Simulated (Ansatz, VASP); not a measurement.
## One calculation of GaN, two programs

```xyz
4
Lattice="3.2760 0.0000 0.0000 -1.6380 2.8371 0.0000 0.0000 0.0000 4.6792" Properties=species:S:1:pos:R:3 pbc="T T T"
Ga    0.0000    1.8914    0.0000
Ga    1.6380    0.9457    2.3396
N     0.0000    1.8914    2.3396
N     1.6380    0.9457    4.6792
```

Alike in both runs: functional LDA; k mesh 12 × 12 × 6; occupations gaussian, width 0.02 eV; no spin polarisation.

Ansatz relaxed the structure, and its values are those at the end. VASP's run is a single point on that final structure, the one shown.

|  | VASP | Ansatz |
| --- | --- | --- |
| version | VASP 6.6.1 | Ansatz 0.2.0 |
| potentials or method | VASP PAW LDA potentials, release 64 (Ga_d, N), cutoff 600 eV | scalar-relativistic, plane waves, PAW |
| valence electrons in the cell | 36 | 36 |

|  | VASP | Ansatz | Ansatz less VASP |
| --- | --- | --- | --- |
| gap on the k mesh at the Fermi level (eV) | 1.72 | 1.70 | -0.015 |
| least direct gap on the mesh (eV) | 1.72 | 1.70 | -0.015 |
| pressure (GPa) | 1.1 | 0.0 | -1.08 |

LDA's correlation is that of Perdew and Zunger in VASP and of Perdew and Wang (1992) in Ansatz.
